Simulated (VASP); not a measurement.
**W: single point with r2SCAN**

Crystal: W.

```
W
1.0
     0.00000    2.20528    1.72012
     2.20528    0.00000    1.72012
     2.20528    2.20528    0.00000
W
1
Direct
  0.00000 0.00000 0.00000
```

This cell differs from its parent crystal: ratio of the length along z to the lengths across it x 0.78, volume and fractional coordinates fixed.

| Item | Value |
| --- | --- |
| Program | VASP 6.6.1 |
| Task | single point |
| Functional | r2SCAN |
| Potentials or basis | VASP PAW PBE potentials, release 64 (W_sv) |
| Cutoff | 520 eV |
| k mesh | 22 × 22 × 22 |
| Occupations | gaussian, width 0.15 eV |
| Spin | no spin polarisation |

```
Pressure               : -12.3 GPa
Band gap on the k mesh : zero (bands 7 and 8 overlap by 5.63 eV)
```

Stress tensor (GPa, compression positive):
```
 -3.89   0.00   0.00
  0.00  -3.89   0.00
  0.00   0.00 -28.98
```

Levels at points of the mesh, in eV from the Fermi level:
```csv
k point,band 4,band 5,band 6,band 7,band 8,band 9,band 10,band 11
"(0.00, 0.00, 0.00)",-39.11,-9.81,-1.49,-1.49,-0.28,1.54,3.10,14.03
"(0.50, 0.00, 0.00)",-39.12,-6.21,-2.97,0.15,1.30,3.45,5.67,10.52
"(0.50, 0.50, 0.00)",-39.83,-5.70,-5.43,4.75,5.10,5.10,6.32,9.07
"(0.50, 0.00, 0.50)",-39.19,-6.15,-4.26,0.90,3.33,3.79,6.00,11.34
```

It took 6.2 min on 1 thread of Intel Xeon 8259CL, with other jobs on the host, peak memory 0.29 GiB.

Caveat: the stress differs along the axes, from -29 to -4 GPa; the PAW data sets were made with another functional, which shifts forces and pressure a little; spin-orbit coupling is left out, which moves the levels of the heavy elements.
